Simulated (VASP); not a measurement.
# Bi3As5 (Im-3m) in VASP: further runs

Runs on Bi3As5. Level: PBE. Tasks: single point, relaxation of cell and atoms.

All numbers are computed with VASP 6.6.1; they aren't measurements. Logs are shortened: lines on timing, memory, paths and dates and some standing lists are left out, and cuts for length are marked.

### 1 The cell of the first run

Symmetry: Im-3m, No. 229, cubic system. The conventional cell has a = 7.243 Å, b = 7.243 Å, c = 7.243 Å, α = 90.00°, β = 90.00°, γ = 90.00°. Within 4.1 Å of Bi (site symmetry 4/mmm) lie 10 As at 3.14 to 3.62 Å and 4 Bi at 3.62 Å. Within 4.1 Å of As (site symmetry m-3m) lie 8 As at 3.14 Å and 6 Bi at 3.62 Å. Within 4.1 Å of As (site symmetry -3m) lie 6 Bi at 3.14 Å and 8 As at 3.14 to 3.62 Å.

### 2 Single point, PBE

Input file INCAR:

```
PREC = Accurate
ENCUT = 520
EDIFF = 1E-6
ISMEAR = 0
SIGMA = 0.1
LREAL = False
LASPH = True
NELM = 100
ALGO = Normal
ISIF = 2
LWAVE = False
LCHARG = True
GGA = PE
LELF = True
LVHAR = True
NBANDS = 45
```

Input file KPOINTS:

```
regular mesh
0
Gamma
  8 8 8
```

Input file POSCAR:

```
Bi3As5
1.0
   -3.6213686728      3.6213686728      3.6213686728
    3.6213686728     -3.6213686728      3.6213686728
    3.6213686728      3.6213686728     -3.6213686728
Bi As
3 5
Direct
    0.0000000000      0.5000000000      0.5000000000
    0.5000000000      0.5000000000      0.0000000000
    0.5000000000      0.0000000000      0.5000000000
    0.0000000000      0.0000000000      0.0000000000
    0.0000000000      0.0000000000      0.5000000000
    0.0000000000      0.5000000000      0.0000000000
    0.5000000000      0.0000000000      0.0000000000
    0.5000000000      0.5000000000      0.5000000000
```

Potentials or basis: VASP PAW PBE potentials, release 64 (Bi_d, As).

Run with:

```
$ cat potpaw_PBE.64/Bi_d/POTCAR potpaw_PBE.64/As/POTCAR > POTCAR
$ mpirun -np 1 vasp_std > vasp.out
```

OUTCAR:

```text
PREC = Accurate
   ENCUT = 520
   EDIFF = 1E-6
   ISMEAR = 0
   LREAL = False
   LASPH = True
   NELM = 100
   ISIF = 2
   GGA = PE

 ion  position               nearest neighbor table
   1  0.000  0.500  0.500-   5 3.14   6 3.14   7 3.14   8 3.14   6 3.14   5 3.14   8 3.14   7 3.14
                             2 3.62   2 3.62   3 3.62   3 3.62
   2  0.500  0.500  0.000-   5 3.14   6 3.14   7 3.14   8 3.14   8 3.14   7 3.14   6 3.14   5 3.14
                             3 3.62   1 3.62   1 3.62   3 3.62
   3  0.500  0.000  0.500-   5 3.14   6 3.14   7 3.14   8 3.14   7 3.14   8 3.14   5 3.14   6 3.14
                             2 3.62   1 3.62   1 3.62   2 3.62
   4  0.000  0.000  0.000-
   5  0.000  0.000  0.500-   1 3.14   2 3.14   3 3.14   1 3.14   3 3.14   2 3.14
   6  0.000  0.500  0.000-   1 3.14   2 3.14   3 3.14   1 3.14   2 3.14   3 3.14
   7  0.500  0.000  0.000-   1 3.14   2 3.14   3 3.14   3 3.14   2 3.14   1 3.14
   8  0.500  0.500  0.500-   1 3.14   2 3.14   3 3.14   2 3.14   3 3.14   1 3.14

  LATTYP: Found a body centered cubic cell.
 ALAT       =     7.2427373456

  Lattice vectors:

 A1 = (  -3.6213686728,   3.6213686728,   3.6213686728)
 A2 = (   3.6213686728,  -3.6213686728,   3.6213686728)
 A3 = (   3.6213686728,   3.6213686728,  -3.6213686728)

Analysis of symmetry for initial positions (statically):
=====================================================================
 Subroutine PRICEL returns:
 Original cell was already a primitive cell.

 Routine SETGRP: Setting up the symmetry group for a
 body centered cubic supercell.

 Subroutine GETGRP returns: Found 48 space group operations
 (whereof 48 operations were pure point group operations)
 out of a pool of 48 trial point group operations.

The static configuration has the point symmetry O_h .

Analysis of symmetry for dynamics (positions and initial velocities):
=====================================================================
 Subroutine PRICEL returns:
 Original cell was already a primitive cell.

 Routine SETGRP: Setting up the symmetry group for a
 body centered cubic supercell.

 Subroutine GETGRP returns: Found 48 space group operations
 (whereof 48 operations were pure point group operations)
 out of a pool of 48 trial point group operations.

The dynamic configuration has the point symmetry O_h .

 Subroutine INISYM returns: Found 48 space group operations
 (whereof 48 operations are pure point group operations),
 and found     1 'primitive' translations

----------------------------------------------------------------------------------------

                                     Primitive cell

  volume of cell :     189.9670

  direct lattice vectors                    reciprocal lattice vectors
    -3.621368673  3.621368673  3.621368673     0.000000000  0.138069345  0.138069345
     3.621368673 -3.621368673  3.621368673     0.138069345  0.000000000  0.138069345
     3.621368673  3.621368673 -3.621368673     0.138069345  0.138069345  0.000000000

  length of vectors
     6.272394534  6.272394534  6.272394534     0.195259540  0.195259540  0.195259540

  position of ions in fractional coordinates (direct lattice)
     0.000000000  0.500000000  0.500000000
     0.500000000  0.500000000  0.000000000
     0.500000000  0.000000000  0.500000000
     0.000000000  0.000000000  0.000000000
     0.000000000  0.000000000  0.500000000
     0.000000000  0.500000000  0.000000000
     0.500000000  0.000000000  0.000000000
     0.500000000  0.500000000  0.500000000

  ion indices of the primitive-cell ions
   primitive index   ion index
                 1           1
                 2           2
                 3           3
                 4           4
                 5           5
                 6           6
                 7           7
                 8           8

----------------------------------------------------------------------------------------

 KPOINTS: regular mesh

Automatic generation of k-mesh.
 Grid dimensions read from file:
 generate k-points for:    8    8    8

 Generating k-lattice:

  Cartesian coordinates                     Fractional coordinates (reciprocal lattice)
     0.000000000  0.017258668  0.017258668     0.125000000  0.000000000  0.000000000
     0.017258668  0.000000000  0.017258668     0.000000000  0.125000000  0.000000000
     0.017258668  0.017258668  0.000000000     0.000000000  0.000000000  0.125000000

  Length of vectors
     0.024407442  0.024407442  0.024407442

  Shift w.r.t. Gamma in fractional coordinates (k-lattice)
     0.000000000  0.000000000  0.000000000

 Subroutine IBZKPT returns following result:
 ===========================================

 Found     29 irreducible k-points:

 Following reciprocal coordinates:
            Coordinates               Weight
  0.000000  0.000000  0.000000      1.000000
  0.125000  0.000000  0.000000     12.000000
  0.250000  0.000000  0.000000     12.000000
  0.375000  0.000000  0.000000     12.000000
  0.500000  0.000000  0.000000      6.000000
  0.125000  0.125000  0.000000     24.000000
[... 16 lines left out ...]
 -0.250000  0.250000  0.250000      6.000000
 -0.375000  0.375000  0.250000     24.000000
 [... further k-points ...]
   k-points           NKPTS =     29   k-points in BZ     NKDIM =     29   number of bands    NBANDS=     45
   number of dos      NEDOS =    301   number of ions     NIONS =      8
   total plane-waves  NPLWV = 110592
   dimension x,y,z NGX =    48 NGY =   48 NGZ =   48
   dimension x,y,z NGXF=    96 NGYF=   96 NGZF=   96
   ions per type =               3   5
   NGX,Y,Z   is equivalent  to a cutoff of  12.72, 12.72, 12.72 a.u.
   NGXF,Y,Z  is equivalent  to a cutoff of  25.44, 25.44, 25.44 a.u.
 SYSTEM =  unknown system
   PREC   = accura    normal or accurate (medium, high low for compatibility)
   ISTART =      0    job   : 0-new  1-cont  2-samecut
   ICHARG =      2    charge: 1-file 2-atom 10-const
   ISPIN  =      1    spin polarized calculation?
   LNONCOLLINEAR =      F non collinear calculations
   LSORBIT =      F    spin-orbit coupling
   LASPH  =      T    aspherical Exc in radial PAW
   ENCUT  =  520.0 eV  38.22 Ry    6.18 a.u.  11.66 11.66 11.66*2*pi/ulx,y,z
   NELM   =    100;   NELMIN=  2; NELMDL= -5     # of ELM steps
   EDIFF  = 0.1E-05   stopping-criterion for ELM
   LREAL  =      F    real-space projection
[... 7 lines left out ...]
   TEBEG  =    0.0;   TEEND  =   0.0 temperature during run
   PSTRESS=    0.0 pullay stress
   NELECT =      70.0000    total number of electrons
   NUPDOWN=      -1.0000    fix difference up-down
   EMIN   =  10.00;   EMAX   =-10.00  energy-range for DOS
   EFERMI =   0.00;   METHOD = LEGACY
   ISMEAR =     0;   SIGMA  =   0.10  broadening in eV -4-tet -1-fermi 0-gaus
   EFERMI_NEDOS =   21; number of points for ismear=-14 and -15
   IALGO  =     38    algorithm
   IMIX   =      4    mixing-type and parameters
     AMIX     =   0.40;   BMIX     =  1.00
     AMIX_MAG =   1.60;   BMIX_MAG =  1.00
  volume/ion in A,a.u.               =      23.75       160.25
  Fermi-wavevector in a.u.,A,eV,Ry     =   1.173676  2.217925 18.742224  1.377515
  Thomas-Fermi vector in A             =   2.310085
   LORBIT       =      0    0 simple, 1 ext, 2 COOP (PROOUT), +10 PAW based schemes
   GGA     = PE    functional components
   LHFCALC =     F    Hartree Fock is set to
   AEXX    =    0.0000 exact exchange contribution
   IVDW    =     0    specifies the selected vdW correction
   LEPSILON=     F    determine dielectric tensor
   LRPA    =     F    only Hartree local field effects (RPA)
 non-spin polarized calculation
 Gauss-broadening in eV      SIGMA  =   0.10
  energy-cutoff  :      520.00
  volume of cell :      189.97
 maximum number of plane-waves:      5162
   NGX = 23   NGY = 23   NGZ = 23

 number of electron      70.0000023 magnetization

 Free energy of the ion-electron system (eV)
  ---------------------------------------------------
  ext. energy  EPLUGINS =         0.00000000
  ---------------------------------------------------
  free energy    TOTEN  =       -32.30715641 eV

  energy without entropy =      -32.28288214  energy(sigma->0) =      -32.29501928

 E-fermi :   7.0028     XC(G=0): -10.5148

 val. band max:        7.0016072538   @ k =  -0.2500   0.3750   0.1250
 cond. band min:       7.0186055655   @ k =   0.3750   0.0000   0.0000
 fundamental gap:      0.0169983117
 Fermi energy:         7.0028462393

 k-point     1 :       0.0000    0.0000    0.0000
  band No.  band energies     occupation
      1     -16.2035      2.00000
      2     -16.2035      2.00000
      3     -16.1730      2.00000
      4     -16.1730      2.00000
      5     -16.1730      2.00000
      6     -16.1607      2.00000
[... 37 lines left out ...]
     44      11.0568      0.00000
     45      11.0568      0.00000

 k-point     2 :       0.1250    0.0000    0.0000
  band No.  band energies     occupation
      1     -16.2020      2.00000
      2     -16.1987      2.00000
      3     -16.1717      2.00000
      4     -16.1713      2.00000
      5     -16.1705      2.00000
      6     -16.1593      2.00000
[... 37 lines left out ...]
     44      11.0643      0.00000
     45      11.0726      0.00000

 k-point     3 :       0.2500    0.0000    0.0000
  band No.  band energies     occupation
      1     -16.1987      2.00000
      2     -16.1853      2.00000
      3     -16.1681      2.00000
      4     -16.1668      2.00000
      5     -16.1636      2.00000
      6     -16.1547      2.00000
[... 997 lines left out ...]
     44      10.0337      0.00000
     45      10.1278      0.00000

 k-point    24 :      -0.3750    0.3750    0.2500
  band No.  band energies     occupation
      1     -16.2069      2.00000
      2     -16.1725      2.00000
      3     -16.1668      2.00000
      4     -16.1598      2.00000
      5     -16.1583      2.00000
      6     -16.1521      2.00000
[... 37 lines left out ...]
     44       9.6281      0.00000
     45      10.2222      0.00000

 [... further k-points ...]

------------------------ aborting loop because EDIFF is reached ----------------------------------------

  FORCE on cell =-STRESS in cart. coord.  units (eV):
  Direction    XX          YY          ZZ          XY          YZ          ZX
  --------------------------------------------------------------------------------------
  -------------------------------------------------------------------------------------
  Total       -0.0060321     -0.0060321     -0.0060321      0.0000000      0.0000000     -0.0000000
  in kB       -0.0508743     -0.0508743     -0.0508743      0.0000000      0.0000000     -0.0000000
  external PRESSURE =      -0.0508743 kB  Pullay stress =       0.0000000 kB

 VOLUME and BASIS-vectors are now :
 -----------------------------------------------------------------------------
  energy-cutoff  :      520.00
  volume of cell :      189.97
      direct lattice vectors                 reciprocal lattice vectors
    -3.621368673  3.621368673  3.621368673     0.000000000  0.138069345  0.138069345
     3.621368673 -3.621368673  3.621368673     0.138069345  0.000000000  0.138069345
     3.621368673  3.621368673 -3.621368673     0.138069345  0.138069345  0.000000000

 POSITION                                       TOTAL-FORCE (eV/Angst)
 -----------------------------------------------------------------------------------
      3.62137      0.00000      0.00000         0.000000      0.000000      0.000000
      0.00000      0.00000      3.62137         0.000000     -0.000000      0.000000
      0.00000      3.62137      0.00000         0.000000     -0.000000     -0.000000
      0.00000      0.00000      0.00000        -0.000000      0.000000     -0.000000
      1.81068      1.81068     -1.81068        -0.000000     -0.000000     -0.000000
      1.81068     -1.81068      1.81068        -0.000000      0.000000      0.000000
     -1.81068      1.81068      1.81068        -0.000000      0.000000     -0.000000
      1.81068      1.81068      1.81068        -0.000000      0.000000     -0.000000
 -----------------------------------------------------------------------------------
    total drift:                               -0.000000     -0.000000      0.000000

  FREE ENERGIE OF THE ION-ELECTRON SYSTEM (eV)
  ---------------------------------------------------
  free  energy   TOTEN  =       -32.3071564134 eV

  energy  without entropy=      -32.2828821397  energy(sigma->0) =      -32.29501928
```

It took 3.9 min on 1 thread of Intel Xeon 6975P-C, shared host; peak memory 0.43 GiB.

Results:

| Quantity | Value |
| --- | --- |
| Free energy | -32.3072 eV |
| Pressure | 0.0 GPa |
| Band gap on the k mesh | zero (band 35 reaches 8.23 eV, above the bottom of band 36 at 6.31 eV) |

Levels at points of the mesh, in eV from the Fermi level:
```
           k point  band 31  band 32  band 33  band 34  band 35  band 36  band 37  band 38  band 39  band 40
(0.00, 0.00, 0.00)    -1.97    -1.97     0.87     0.87     1.23     2.30     2.30     2.30     3.88     3.88
(0.50, 0.00, 0.00)    -1.53    -1.33    -1.03    -0.67    -0.61    -0.58    -0.57     0.49     0.78     2.32
(0.50, 0.50, 0.50)    -0.65    -0.65    -0.65    -0.36    -0.36     0.36     0.36     0.36     0.44     0.44
```

Caveat: spin-orbit coupling is left out, which moves the levels of the heavy elements.

### 3 Relaxation of cell and atoms, PBE

This run uses another cell than the first one, of 23.80 Å³/atom, 1.002 times its volume.

Input file INCAR:

```
PREC = Accurate ; ENCUT = 600
EDIFF = 1E-7 ; ISMEAR = 0
SIGMA = 0.1 ; LREAL = False
LASPH = True ; NELM = 100
ALGO = Normal ; ISIF = 3
LWAVE = False ; LCHARG = False
GGA = PE ; IBRION = 2
NSW = 100 ; EDIFFG = -0.01
```

Input file KPOINTS:

```
Automatic mesh
0
Gamma
  8 8 8
```

Edit POSCAR of step 2 so:

```diff
@@ -2,5 +2,5 @@
 1.0
-   -3.6213686728      3.6213686728      3.6213686728
-    3.6213686728     -3.6213686728      3.6213686728
-    3.6213686728      3.6213686728     -3.6213686728
+   -3.6242912519      3.6242912519      3.6242912519
+    3.6242912519     -3.6242912519      3.6242912519
+    3.6242912519      3.6242912519     -3.6242912519
 Bi As
```

Potentials or basis: VASP PAW PBE potentials, release 64 (Bi_d, As).

Run with:

```
$ cat potpaw_PBE.64/Bi_d/POTCAR potpaw_PBE.64/As/POTCAR > POTCAR
$ mpirun -np 1 vasp_std > vasp.out
```

Wall time 9.2 min (1 thread of Intel Xeon 6975P-C, shared host); peak memory 0.51 GiB.

Results (log left out):

```yaml
Free_energy: -32.3072 eV
Relaxed_volume: 23.73 Å³/atom
Relaxed_cell: a = 6.271 Å, b = 6.271 Å, c = 6.271 Å, α = 109.47°, β = 109.47°, γ = 109.47°
Space_group_after_relaxing_to_0.05_Å: Im-3m (No. 229)
Energy_gained_by_relaxing: 0.0 meV/atom
Ionic_steps: 2
Pressure_after_relaxing: 0.1 GPa
Band_gap_on_the_k_mesh: zero (band 35 reaches 8.24 eV, above the bottom of band 36 at 6.32 eV)
```

The path:
| step | energy change (eV) | largest force (eV/Å) | pressure (GPa) | volume (Å³) |
| --- | --- | --- | --- | --- |
| 1 | 0.0000 | 0.0000 | -0.14 | 190.43 |
| 2 | -0.0001 | 0.0000 | 0.07 | 189.87 |

Final structure:
```xyz
8
Lattice="-3.6208 3.6208 3.6208 3.6208 -3.6208 3.6208 3.6208 3.6208 -3.6208" Properties=species:S:1:pos:R:3 pbc="T T T"
Bi    0.0000    3.6208    3.6208
Bi    3.6208    3.6208    0.0000
Bi    3.6208    0.0000    3.6208
As    3.6208   -3.6208    3.6208
As    1.8104    1.8104   -1.8104
As    1.8104   -1.8104    1.8104
As   -1.8104    1.8104    1.8104
As    1.8104    1.8104    1.8104
```

Levels at points of the mesh, in eV from the Fermi level:
```tsv
k point	band 31	band 32	band 33	band 34	band 35	band 36	band 37	band 38	band 39	band 40
(0.00, 0.00, 0.00)	-1.98	-1.98	0.87	0.87	1.23	2.30	2.30	2.30	3.88	3.88
(0.50, 0.00, 0.00)	-1.53	-1.33	-1.04	-0.67	-0.60	-0.57	-0.57	0.49	0.78	2.33
(0.50, 0.50, 0.50)	-0.65	-0.65	-0.65	-0.36	-0.36	0.36	0.36	0.36	0.44	0.44
```

Caveat: spin-orbit coupling is left out, which moves the levels of the heavy elements.

### 4 Single point, PBE

This run uses another cell than the first one, of 25.68 Å³/atom, 1.081 times its volume.

Input file INCAR:

```
PREC     = Accurate       # precision mode
ENCUT    = 520            # plane-wave cutoff, eV
EDIFF    = 1E-6           # SCF threshold, eV
ISMEAR   = 0              # smearing method
SIGMA    = 0.1            # smearing width, eV
LREAL    = False          # projectors in reciprocal space
LASPH    = True           # aspherical terms in the spheres
NELM     = 100            # most SCF steps
ALGO     = Normal         # electronic algorithm
ISIF     = 2              # what is computed and relaxed
LWAVE    = False          # write WAVECAR
LCHARG   = True           # write CHGCAR
GGA      = PE             # functional
LELF     = True           # ELF
LVHAR    = True         
NBANDS   = 45             # bands
```

Input file KPOINTS:

```
Automatic mesh
0
Gamma
  4 4 4
```

Edit POSCAR of step 3 so:

```diff
@@ -2,5 +2,5 @@
 1.0
-   -3.6242912519      3.6242912519      3.6242912519
-    3.6242912519     -3.6242912519      3.6242912519
-    3.6242912519      3.6242912519     -3.6242912519
+   -3.7169746500      3.7169746500      3.7169746500
+    3.7169746500     -3.7169746500      3.7169746500
+    3.7169746500      3.7169746500     -3.7169746500
 Bi As
```

Run with:

```
$ cat potpaw_PBE.64/Bi_d/POTCAR potpaw_PBE.64/As/POTCAR > POTCAR
$ mpirun -np 1 vasp_std > vasp.out
```

It took 75 s on 1 thread of Intel Xeon 6975P-C, shared host; peak memory 0.35 GiB.

The run converged. Its results:

```
Free energy            : -31.9334 eV
Pressure               : -4.5 GPa
Band gap on the k mesh : zero (band 35 reaches 7.25 eV, above the bottom of band 36 at 5.52 eV)
```

Levels at points of the mesh, in eV from the Fermi level:
```csv
k point,band 31,band 32,band 33,band 34,band 35,band 36,band 37,band 38,band 39,band 40
"(0.00, 0.00, 0.00)",-1.79,-1.79,0.82,0.82,1.14,2.07,2.07,2.07,3.59,3.59
"(0.50, 0.00, 0.00)",-1.32,-1.17,-0.90,-0.66,-0.64,-0.59,-0.50,0.39,0.67,2.14
"(0.50, 0.50, 0.50)",-0.78,-0.78,-0.78,-0.54,-0.54,0.34,0.34,0.34,0.44,0.44
```

Caveat: spin-orbit coupling is left out, which moves the levels of the heavy elements.

### 5 The runs side by side

```tsv
task	cell	k mesh	cutoff (eV)	gap on the mesh (eV)	pressure (GPa)
single point	a = 6.272 Å, angles 109.5°, 8 atoms	8 × 8 × 8	520	none	0.0
relaxation of cell and atoms	relaxed from a = 6.277 Å, angles 109.5°, 8 atoms	8 × 8 × 8	600	none	0.1
single point	a = 6.438 Å, angles 109.5°, 8 atoms	4 × 4 × 4	520	none	-4.5
```

Alike in all rows: level PBE; potentials or basis VASP PAW PBE potentials, release 64 (Bi_d, As); no spin polarisation; smearing gaussian 0.1 eV.

Caveats: spin-orbit coupling is left out, which moves the levels of the heavy elements.

Total energies depend on the potentials used, so only differences within one code and one set of settings carry meaning.
